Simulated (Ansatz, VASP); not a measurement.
# WS2 in VASP and in Ansatz

```
W S
1.0
     1.58370    0.91435    5.00130
    -1.58370    0.91435    5.00130
     0.00000   -1.82870    5.00130
W S
1 2
Direct
  0.99936 0.99936 0.99936
  0.75547 0.75547 0.75547
  0.57647 0.57647 0.57647
```

Alike in both runs: task single point; functional PBEsol; dispersion D3(BJ); k mesh 12 × 12 × 12; occupations gaussian, width 0.05 eV; no spin polarisation.

```csv
,VASP,Ansatz
version,VASP 6.6.1,Ansatz 0.2.0
potentials or method,"VASP PAW PBE potentials, release 64 (W_sv, S), cutoff 520 eV","scalar-relativistic, plane waves, PAW"
valence electrons in the cell,26,26
```

Ansatz gave:

```
gap on the k mesh at the Fermi level (eV) : none
rms of the force components (eV/Å)        : 2.195
```

Which values does VASP return?

gap on the k mesh at the Fermi level (eV): none; rms of the force components (eV/Å): 2.212.

VASP's potentials were made for PBE, not for PBEsol, and Ansatz warns of the same on its side. Atom by atom the forces differ by 0.018 eV/Å (rms over components). A gap of «none» marks a metal or a gap that the smearing closes.

Neither program's run includes spin-orbit coupling.
